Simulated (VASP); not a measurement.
Input of a VASP 6.6.1 run:

File INCAR:

```
PREC = Accurate
ENCUT = 520
EDIFF = 1E-6
ISMEAR = 0
SIGMA = 0.1
LREAL = F
LASPH = T
NELM = 80
ALGO = Normal
ISIF = 2
LWAVE = F
LCHARG = F
GGA = PE
NBANDS = 28
```

The input KPOINTS:

```
Automatic mesh
0
Gamma
  6 6 8
```

Contents of POSCAR:

```
Sb5S2
1.0
    5.9681174721     -3.8116520388     -0.0229898537
    5.9681174721      3.8116520388     -0.0229898537
   -1.8796507736      0.0000000000      4.6948824164
Sb S
5 2
Direct
    0.0000000000      0.0000000000      0.0000000000
    0.8605551750      0.4031961768      0.7717915048
    0.5968038232      0.1394448250      0.2282084952
    0.1394448250      0.5968038232      0.2282084952
    0.4031961768      0.8605551750      0.7717915048
    0.1868370797      0.1868370797      0.5404692319
    0.8131629203      0.8131629203      0.4595307681
```

Potentials or basis: VASP PAW PBE potentials, release 64 (Sb, S).

Run with:

```console
$ cat potpaw_PBE.64/Sb/POTCAR potpaw_PBE.64/S/POTCAR > POTCAR
$ mpirun -np 1 vasp_std > vasp.out
```

**Question.** What does it give for the band gap on the k mesh?

**Answer.** Zero (an odd number of electrons rules out a gap without spin polarisation).

**Question.** What does it give for the largest force?

**Answer.** 0.018 eV/Å.

Forces in eV/Å, atoms in the order of the input:
```
Sb   0.000  0.000  0.000
Sb  -0.008  0.010 -0.013
Sb   0.008  0.010  0.013
Sb   0.008 -0.010  0.013
Sb  -0.008 -0.010 -0.013
S   -0.005  0.000  0.002
S    0.005  0.000 -0.002
```

Caveat: spin-orbit coupling is left out, which moves the levels of the heavy elements.
